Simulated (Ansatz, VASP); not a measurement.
**ZnGeN3 in VASP and in Ansatz**

```
CELL_PARAMETERS angstrom
-2.34838 2.34838 4.49631
2.34838 -2.34838 4.49631
2.34838 2.34838 -4.49631
ATOMIC_POSITIONS crystal
Zn 0.75000 0.25000 0.50000
Zn 0.25000 0.75000 0.50000
Ge 0.50000 0.50000 0.00000
Ge 0.00000 0.00000 0.00000
N 0.39714 0.89714 0.29429
N 0.89714 0.60286 0.50000
N 0.75000 0.75000 0.00000
N 0.60286 0.10286 0.70571
N 0.10286 0.39714 0.50000
N 0.25000 0.25000 0.00000
```

Alike in both runs: functional PBE; k mesh 6 × 6 × 6; occupations gaussian, width 0.1 eV; no spin polarisation.

Ansatz relaxed the structure, and its values are those at the end. VASP's run is a single point on that final structure, the one shown.

|  | VASP | Ansatz |
| --- | --- | --- |
| version | VASP 6.6.1 | Ansatz 0.2.0 |
| potentials or method | VASP PAW PBE potentials, release 64 (Zn, Ge_d, N), cutoff 520 eV | scalar-relativistic, plane waves, PAW |
| valence electrons in the cell | 82 | 82 |

```tsv
	VASP	Ansatz	Ansatz less VASP
gap on the k mesh at the Fermi level (eV)	none	none	-
pressure (GPa)	0.2	0.1	-0.13
rms of the force components (eV/Å)	0.040	0.003	-0.0378
```

A gap of «none» marks a metal or a gap that the smearing closes. The functional is the same, so the differences come from potentials, cutoffs and numerics.
